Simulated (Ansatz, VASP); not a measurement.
**Li2S: VASP beside Ansatz**

INCAR

```
  PREC = Accurate
  ENCUT = 750
  EDIFF = 1E-6
  ISMEAR = 0
  SIGMA = 0.01
  LREAL = False
  LASPH = True
  NELM = 120
  ALGO = Normal
  ISIF = 2
  LWAVE = False
  LCHARG = False
  GGA = PS
  NBANDS = 13
  GGA_COMPAT = False
```

The input KPOINTS:

```
regular mesh
0
Gamma
  8 8 8
```

Contents of POSCAR:

```
Li2S
1.0
    2.8774513014      2.8774513014      0.0000000000
   -2.8774513014      2.8774513014      0.0000000000
    0.0000000000      2.8774513014      2.8774513014
Li S
2 1
Direct
    0.2500000000      0.7500000000      0.5000000000
    0.7500000000      0.2500000000      0.5000000000
    0.0000000000      0.0000000000      0.0000000000
```

Input for Ansatz:

```yaml
crystal:
  lattice:
    - [2.87745130135, 2.87745130135, 0.0]
    - [-2.87745130135, 2.87745130135, 0.0]
    - [0.0, 2.87745130135, 2.87745130135]
  atoms:
    - { symbol: Li, position: [0.25, 0.75, 0.5] }
    - { symbol: Li, position: [0.75, 0.25, 0.5] }
    - { symbol: S, position: [0.0, 0.0, 0.0] }
kpoints:
  mp_grid: { grid: [8, 8, 8] }
scf:
  occupations: { method: fixed }
  convergence: { dr2_threshold: 1.0e-10 }
hamiltonian:
  xc: pbesol
  pseudopotentials: { kind: all_electron, lapw: { basis_error: 0.0005 } }
output:
  forces: true
  stress: true
  eigenstates:
    kpoints:
      - [0.0, 0.0, 0.0]
      - [-0.5, 0.5, 0.0]
      - [-0.5, -0.5, -0.5]
      - [0.0, 0.0, -0.5]
      - [0.0, -0.5, -0.5]
      - [0.0, 0.5, 0.0]
      - [-0.5, 0.0, 0.0]
      - [-0.5, 0.0, -0.5]
  eigenvalues: true
```

Alike in both runs: task single point; functional PBEsol; k mesh 8 × 8 × 8; no spin polarisation.

|  | VASP | Ansatz |
| --- | --- | --- |
| version | VASP 6.6.1 | Ansatz 0.2.0 |
| potentials or method | VASP PAW PBE potentials, release 64 (Li_sv, S), cutoff 750 eV | all-electron LAPW, scalar-relativistic |
| occupations | gaussian, width 0.01 eV | fixed |

```tsv
	VASP	Ansatz	Ansatz less VASP
gap on the k mesh at the Fermi level (eV)	3.24	3.24	+0.001
pressure (GPa)	-2.1	-2.0	+0.06
```

VASP's potentials were made for PBE, not for PBEsol. Ansatz ran all-electron here, and VASP with PAW potentials.
